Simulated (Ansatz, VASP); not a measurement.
# W in VASP and in Ansatz

```
W
1.0
    -1.63723    1.63723    1.55737
     1.63723   -1.63723    1.55737
     1.63723    1.63723   -1.55737
W
1
Direct
  0.00000 0.00000 0.00000
```

Change from the starting cell: strain +0.025 along x and y, -0.025 along z, atoms carried along.

Alike in both runs: task single point; functional PBE; k mesh 20 × 20 × 20; occupations gaussian, width 0.15 eV; no spin polarisation.

```csv
,VASP,Ansatz
version,VASP 6.6.1,Ansatz 0.2.0
potentials or method,"VASP PAW PBE potentials, release 64 (W_sv), cutoff 520 eV","scalar-relativistic, plane waves, PAW"
valence electrons in the cell,14,14
```

|  | VASP | Ansatz | Ansatz less VASP |
| --- | --- | --- | --- |
| gap on the k mesh at the Fermi level (eV) | none | none | - |
| pressure (GPa) | -8.9 | -9.3 | -0.34 |
| traceless stress, the component that is largest in VASP (GPa) | 10.29 | 10.30 | +0.008 |

A gap of «none» marks a metal or a gap that the smearing closes.

Spin-orbit coupling is off throughout.
